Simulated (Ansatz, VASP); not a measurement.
Two plane-wave programs on Cd4Se3

```
Cd Se
1.0
     5.77222    0.00000    0.00000
     0.00000    5.77222    0.00000
     0.00000    0.00000    5.77222
Cd Se
4 3
Direct
  0.72069 0.72069 0.72069
  0.27931 0.27931 0.72069
  0.27931 0.72069 0.27931
  0.72069 0.27931 0.27931
  0.00000 0.00000 0.50000
  0.50000 0.00000 0.00000
  0.00000 0.50000 0.00000
```

Change from the starting cell: species swapped into the Ge3As4 type (P-43m, No. 215).

Alike in both runs: task relaxation of cell and atoms; functional PBE; k mesh 3 × 3 × 3; occupations gaussian, width 0.2 eV; no spin polarisation.

|  | VASP | Ansatz |
| --- | --- | --- |
| version | VASP 6.6.1 | Ansatz 0.2.0 |
| potentials or method | VASP PAW PBE potentials, release 64 (Cd, Se), cutoff 600 eV | scalar-relativistic, plane waves, PAW |
| valence electrons in the cell | 66 | 128 |

```tsv
	VASP	Ansatz	Ansatz less VASP
gap on the k mesh at the Fermi level, each at its own relaxed structure (eV)	1.43	1.45	+0.015
relaxed volume (Å³/atom)	28.25	28.07	-0.173
relaxed length of the cell vector where the two differ most in proportion (Å)	5.826	5.814	-0.0119
```

VASP's potentials hold 66 valence electrons a cell and Ansatz's 128, so a difference there can come from the potentials and not from the codes.
